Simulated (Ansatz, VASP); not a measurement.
Two plane-wave programs on Lu

```
Lu
1.0
     0.00000    2.42336    2.42336
     2.42336    0.00000    2.42336
     2.42336    2.42336    0.00000
Lu
1
Direct
  0.00000 0.00000 0.00000
```

Alike in both runs: task single point; functional r2SCAN; k mesh 16 × 16 × 16; occupations gaussian, width 0.05 eV; no spin polarisation.

```csv
,VASP,Ansatz
version,VASP 6.6.1,Ansatz 0.2.0
potentials or method,"VASP PAW PBE potentials, release 64 (Lu), cutoff 520 eV","scalar-relativistic, plane waves, PAW"
valence electrons in the cell,25,25
```

|  | VASP | Ansatz | Ansatz less VASP |
| --- | --- | --- | --- |
| pressure (GPa) | 1.2 | 0.9 | -0.33 |

VASP's potentials were made for PBE, not for r2SCAN. The functional is the same, so the differences come from potentials, cutoffs and numerics.

Spin-orbit coupling is off throughout.
